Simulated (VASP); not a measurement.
# BaO (rock salt type) (Fm-3m) in VASP: single point with PBE

Aim: the single point of BaO (rock salt type) with PBE.

All numbers are computed with VASP 6.6.1; they aren't measurements. Logs are shortened: lines on timing, memory, paths and dates and some standing lists are left out, and cuts for length are marked.

### Step 1. The cell of the first run

It takes space group Fm-3m (No. 225, cubic). The conventional cell has a = 5.647 Å, b = 5.647 Å, c = 5.647 Å, α = 90.00°, β = 90.00°, γ = 90.00°. Within 3.7 Å of Ba (site symmetry m-3m) lie 6 O at 2.82 Å. Within 3.7 Å of O (site symmetry m-3m) lie 6 Ba at 2.82 Å.

### Step 2. Single point, PBE

The input, INCAR:

```
SYSTEM = BaO
  ALGO = Normal
  EDIFF = 1E-6
  ENCUT = 600
  GGA = PE
  GGA_COMPAT = .FALSE.
  ISIF = 2
  ISMEAR = -1
  LASPH = .TRUE.
  LCHARG = .FALSE.
  LREAL = .FALSE.
  LWAVE = .FALSE.
  NBANDS = 15
  NELM = 120
  PREC = Accurate
  SIGMA = 0.06122561905347299
```

The input, KPOINTS:

```
k-points
0
G
  34 34 34
  0 0 0
```

The input, POSCAR:

```
BaO
1.0
    0.0000000000      2.8233128394      2.8233128394
    2.8233128394      0.0000000000      2.8233128394
    2.8233128394      2.8233128394      0.0000000000
Ba O
1 1
Direct
    0.0000000000      0.0000000000      0.0000000000
    0.5000000000      0.5000000000      0.5000000000
```

Potentials or basis: VASP PAW PBE potentials, release 64 (Ba_sv, O).

Command:

```
> cat potpaw_PBE.64/Ba_sv/POTCAR potpaw_PBE.64/O/POTCAR > POTCAR
> mpirun -np 1 vasp_std > vasp.out
```

OUTCAR:

```text
SYSTEM = BaO
   EDIFF = 1E-6
   ENCUT = 600
   GGA = PE
   ISIF = 2
   ISMEAR = -1
   LASPH = .TRUE.
   LREAL = .FALSE.
   NELM = 120
   PREC = Accurate

 ion  position               nearest neighbor table
   1  0.000  0.000  0.000-   2 2.82   2 2.82   2 2.82   2 2.82   2 2.82   2 2.82
   2  0.500  0.500  0.500-   1 2.82   1 2.82   1 2.82   1 2.82   1 2.82   1 2.82

  LATTYP: Found a face centered cubic cell.
 ALAT       =     5.6466256788

  Lattice vectors:

 A1 = (   0.0000000000,   2.8233128394,   2.8233128394)
 A2 = (   2.8233128394,   0.0000000000,   2.8233128394)
 A3 = (   2.8233128394,   2.8233128394,   0.0000000000)

Analysis of symmetry for initial positions (statically):
=====================================================================
 Subroutine PRICEL returns:
 Original cell was already a primitive cell.

 Routine SETGRP: Setting up the symmetry group for a
 face centered cubic supercell.

 Subroutine GETGRP returns: Found 48 space group operations
 (whereof 48 operations were pure point group operations)
 out of a pool of 48 trial point group operations.

The static configuration has the point symmetry O_h .

Analysis of symmetry for dynamics (positions and initial velocities):
=====================================================================
 Subroutine PRICEL returns:
 Original cell was already a primitive cell.

 Routine SETGRP: Setting up the symmetry group for a
 face centered cubic supercell.

 Subroutine GETGRP returns: Found 48 space group operations
 (whereof 48 operations were pure point group operations)
 out of a pool of 48 trial point group operations.

The dynamic configuration has the point symmetry O_h .

 Subroutine INISYM returns: Found 48 space group operations
 (whereof 48 operations are pure point group operations),
 and found     1 'primitive' translations

----------------------------------------------------------------------------------------

                                     Primitive cell

  volume of cell :      45.0098

  direct lattice vectors                    reciprocal lattice vectors
     0.000000000  2.823312839  2.823312839    -0.177096917  0.177096917  0.177096917
     2.823312839  0.000000000  2.823312839     0.177096917 -0.177096917  0.177096917
     2.823312839  2.823312839  0.000000000     0.177096917  0.177096917 -0.177096917

  length of vectors
     3.992767308  3.992767308  3.992767308     0.306740858  0.306740858  0.306740858

  position of ions in fractional coordinates (direct lattice)
     0.000000000  0.000000000  0.000000000
     0.500000000  0.500000000  0.500000000

  ion indices of the primitive-cell ions
   primitive index   ion index
                 1           1
                 2           2

----------------------------------------------------------------------------------------

 KPOINTS: k-points

Automatic generation of k-mesh.
 Grid dimensions read from file:
 generate k-points for:   34   34   34

 Generating k-lattice:

  Cartesian coordinates                     Fractional coordinates (reciprocal lattice)
    -0.005208733  0.005208733  0.005208733     0.029411765  0.000000000  0.000000000
     0.005208733 -0.005208733  0.005208733     0.000000000  0.029411765  0.000000000
     0.005208733  0.005208733 -0.005208733     0.000000000  0.000000000  0.029411765

  Length of vectors
     0.009021790  0.009021790  0.009021790

  Shift w.r.t. Gamma in fractional coordinates (k-lattice)
     0.000000000  0.000000000  0.000000000

 Subroutine IBZKPT returns following result:
 ===========================================

 Found   1059 irreducible k-points:

 Following reciprocal coordinates:
            Coordinates               Weight
  0.000000  0.000000  0.000000      1.000000
  0.029412  0.000000  0.000000      8.000000
  0.058824  0.000000  0.000000      8.000000
  0.088235  0.000000  0.000000      8.000000
  0.117647  0.000000  0.000000      8.000000
  0.147059  0.000000  0.000000      8.000000
[... 16 lines left out ...]
  0.147059  0.029412  0.000000     24.000000
  0.176471  0.029412  0.000000     24.000000
 [... further k-points ...]
   k-points           NKPTS =   1059   k-points in BZ     NKDIM =   1059   number of bands    NBANDS=     15
   number of dos      NEDOS =    301   number of ions     NIONS =      2
   total plane-waves  NPLWV =  32768
   dimension x,y,z NGX =    32 NGY =   32 NGZ =   32
   dimension x,y,z NGXF=    64 NGYF=   64 NGZF=   64
   ions per type =               1   1
   NGX,Y,Z   is equivalent  to a cutoff of  13.32, 13.32, 13.32 a.u.
   NGXF,Y,Z  is equivalent  to a cutoff of  26.65, 26.65, 26.65 a.u.
 SYSTEM =  BaO
   PREC   = accura    normal or accurate (medium, high low for compatibility)
   ISTART =      0    job   : 0-new  1-cont  2-samecut
   ICHARG =      2    charge: 1-file 2-atom 10-const
   ISPIN  =      1    spin polarized calculation?
   LNONCOLLINEAR =      F non collinear calculations
   LSORBIT =      F    spin-orbit coupling
   LASPH  =      T    aspherical Exc in radial PAW
   ENCUT  =  600.0 eV  44.10 Ry    6.64 a.u.   7.97  7.97  7.97*2*pi/ulx,y,z
   NELM   =    120;   NELMIN=  2; NELMDL= -5     # of ELM steps
   EDIFF  = 0.1E-05   stopping-criterion for ELM
   LREAL  =      F    real-space projection
   EDIFFG = 0.1E-04   stopping-criterion for IOM
   NSW    =      0    number of steps for IOM
   IBRION =     -1    ionic relax: 0-MD 1-quasi-New 2-CG
   NFREE  =      0    steps in history (QN), initial steepest desc. (CG)
   ISIF   =      2    stress and relaxation
   ISYM   =      2    0-nonsym 1-usesym 2-fastsym
   POTIM  = 0.5000    time-step for ionic-motion
   TEBEG  =    0.0;   TEEND  =   0.0 temperature during run
   PSTRESS=    0.0 pullay stress
   NELECT =      16.0000    total number of electrons
   NUPDOWN=      -1.0000    fix difference up-down
   EMIN   =  10.00;   EMAX   =-10.00  energy-range for DOS
   EFERMI =   0.00;   METHOD = LEGACY
   ISMEAR =    -1;   SIGMA  =   0.06  broadening in eV -4-tet -1-fermi 0-gaus
   EFERMI_NEDOS =   21; number of points for ismear=-14 and -15
   IALGO  =     38    algorithm
   IMIX   =      4    mixing-type and parameters
     AMIX     =   0.40;   BMIX     =  1.00
     AMIX_MAG =   1.60;   BMIX_MAG =  1.00
  volume/ion in A,a.u.               =      22.50       151.87
  Fermi-wavevector in a.u.,A,eV,Ry     =   1.159700  2.191516 18.298545  1.344905
  Thomas-Fermi vector in A             =   2.296290
   LORBIT       =      0    0 simple, 1 ext, 2 COOP (PROOUT), +10 PAW based schemes
   GGA     = PE    functional components
   LHFCALC =     F    Hartree Fock is set to
   AEXX    =    0.0000 exact exchange contribution
   IVDW    =     0    specifies the selected vdW correction
   LEPSILON=     F    determine dielectric tensor
   LRPA    =     F    only Hartree local field effects (RPA)
 non-spin polarized calculation
  energy-cutoff  :      600.00
  volume of cell :       45.01
 maximum number of plane-waves:      1524
   NGX = 15   NGY = 15   NGZ = 15

 number of electron      16.0000005 magnetization

 Free energy of the ion-electron system (eV)
  ---------------------------------------------------
  ext. energy  EPLUGINS =         0.00000000
  ---------------------------------------------------
  free energy    TOTEN  =       -11.80925949 eV

  energy without entropy =      -11.80925949  energy(sigma->0) =      -11.80925949

 E-fermi :   2.6454     XC(G=0):  -9.3562

 val. band max:        1.4889561550   @ k =   0.5000   0.5000   0.0000
 cond. band min:       3.6431158292   @ k =   0.5000   0.5000   0.0000
 fundamental gap:      2.1541596742
 Fermi energy:         2.6454378559

 k-point     1 :       0.0000    0.0000    0.0000
  band No.  band energies     occupation
      1     -24.4368      2.00000
      2     -13.3602      2.00000
      3      -9.0520      2.00000
      4      -9.0520      2.00000
      5      -9.0520      2.00000
      6       1.2890      2.00000
      7       1.2890      2.00000
      8       1.2890      2.00000
      9       4.7965      0.00000
     10       6.1949      0.00000
     11       6.1949      0.00000
     12       6.1949      0.00000
     13       8.3190      0.00000
     14       8.3190      0.00000
     15      11.4115      0.00000

 k-point     2 :       0.0294    0.0000    0.0000
  band No.  band energies     occupation
      1     -24.4351      2.00000
      2     -13.3653      2.00000
      3      -9.0539      2.00000
      4      -9.0529      2.00000
      5      -9.0529      2.00000
      6       1.2679      2.00000
      7       1.2782      2.00000
      8       1.2782      2.00000
      9       4.8348      0.00000
     10       6.1845      0.00000
     11       6.2102      0.00000
     12       6.2102      0.00000
     13       8.3400      0.00000
     14       8.3400      0.00000
     15      11.4654      0.00000

 k-point     3 :       0.0588    0.0000    0.0000
  band No.  band energies     occupation
      1     -24.4303      2.00000
      2     -13.3802      2.00000
      3      -9.0597      2.00000
      4      -9.0558      2.00000
      5      -9.0558      2.00000
      6       1.2072      2.00000
      7       1.2464      2.00000
      8       1.2464      2.00000
      9       4.9467      0.00000
     10       6.1562      0.00000
     11       6.2559      0.00000
     12       6.2559      0.00000
     13       8.4023      0.00000
     14       8.4023      0.00000
     15      11.6236      0.00000
[... 343 lines left out ...]
 k-point    23 :       0.1471    0.0294    0.0000
  band No.  band energies     occupation
      1     -24.4017      2.00000
      2     -13.4666      2.00000
      3      -9.0983      2.00000
      4      -9.0861      2.00000
      5      -9.0557      2.00000
      6       0.8579      2.00000
      7       1.0721      2.00000
      8       1.1194      2.00000
      9       5.5376      0.00000
     10       6.0092      0.00000
     11       6.5259      0.00000
     12       6.5958      0.00000
     13       8.6966      0.00000
     14       8.8331      0.00000
     15      12.5106      0.00000

 k-point    24 :       0.1765    0.0294    0.0000
  band No.  band energies     occupation
      1     -24.3871      2.00000
      2     -13.5106      2.00000
      3      -9.1147      2.00000
      4      -9.0961      2.00000
      5      -9.0630      2.00000
      6       0.7273      2.00000
      7       0.9784      2.00000
      8       1.0393      2.00000
      9       5.7709      0.00000
     10       6.0502      0.00000
     11       6.6650      0.00000
     12       6.7525      0.00000
     13       8.8763      0.00000
     14       9.0243      0.00000
     15      12.9423      0.00000

 [... further k-points ...]
[... 5 lines left out ...]
  --------------------------------------------------------------------------------------
  -------------------------------------------------------------------------------------
  Total       -0.3297915     -0.3297915     -0.3297915      0.0000000      0.0000000     -0.0000000
  in kB      -11.7393230    -11.7393230    -11.7393230      0.0000000      0.0000000     -0.0000000
  external PRESSURE =     -11.7393230 kB  Pullay stress =       0.0000000 kB

 VOLUME and BASIS-vectors are now :
 -----------------------------------------------------------------------------
  energy-cutoff  :      600.00
  volume of cell :       45.01
      direct lattice vectors                 reciprocal lattice vectors
     0.000000000  2.823312839  2.823312839    -0.177096917  0.177096917  0.177096917
     2.823312839  0.000000000  2.823312839     0.177096917 -0.177096917  0.177096917
     2.823312839  2.823312839  0.000000000     0.177096917  0.177096917 -0.177096917

 POSITION                                       TOTAL-FORCE (eV/Angst)
 -----------------------------------------------------------------------------------
      0.00000      0.00000      0.00000        -0.000000     -0.000000     -0.000000
      2.82331      2.82331      2.82331         0.000000      0.000000      0.000000
 -----------------------------------------------------------------------------------
    total drift:                                0.000000     -0.000000      0.000000

  FREE ENERGIE OF THE ION-ELECTRON SYSTEM (eV)
  ---------------------------------------------------
  free  energy   TOTEN  =       -11.8092594949 eV

  energy  without entropy=      -11.8092594938  energy(sigma->0) =      -11.80925949
```

Run time: 17 min. Hardware: 1 thread of Oxide Virtual Turin-like, shared host; peak memory 0.87 GiB.

Results:

| Item | Value |
| --- | --- |
| Free energy | -11.8093 eV |
| Pressure | -1.2 GPa |
| Band gap on the k mesh | 2.15 eV |

Levels at points of the mesh, in eV from the valence-band top:
| k point | band 5 | band 6 | band 7 | band 8 | band 9 | band 10 | band 11 | band 12 |
| --- | --- | --- | --- | --- | --- | --- | --- | --- |
| (0.00, 0.00, 0.00) | -10.54 | -0.20 | -0.20 | -0.20 | 3.31 | 4.71 | 4.71 | 4.71 |
| (0.50, 0.00, 0.00) | -10.65 | -1.78 | -1.23 | -1.23 | 4.86 | 6.98 | 6.98 | 7.87 |
| (0.50, 0.50, 0.00) | -11.03 | -0.08 | -0.08 | 0.00 | 2.15 | 5.75 | 8.63 | 9.04 |

Caveat: spin-orbit coupling is left out, which moves the levels of the heavy elements. A k mesh can miss the band edges.
